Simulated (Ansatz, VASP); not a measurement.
**Cd: VASP beside Ansatz**

```
CELL_PARAMETERS angstrom
0.00000 2.22322 2.22322
2.22322 0.00000 2.22322
2.22322 2.22322 0.00000
ATOMIC_POSITIONS crystal
Cd 0.00000 0.00000 0.00000
```

Alike in both runs: task single point; functional PBE; k mesh 20 × 20 × 20; occupations fermi-dirac, width 0.1 eV; no spin polarisation.

|  | VASP | Ansatz |
| --- | --- | --- |
| version | VASP 6.6.1 | Ansatz 0.2.0 |
| potentials or method | VASP PAW PBE potentials, release 64 (Cd), cutoff 520 eV | plane waves (420 eV) with PAW, scalar-relativistic |
| valence electrons in the cell | 12 | 20 |

|  | VASP | Ansatz | Ansatz less VASP |
| --- | --- | --- | --- |
| pressure (GPa) | 2.0 | 1.8 | -0.28 |

The functional is the same, so the differences come from potentials, cutoffs and numerics. VASP's potentials hold 12 valence electrons a cell and Ansatz's 20, so a difference there can come from the potentials and not from the codes.
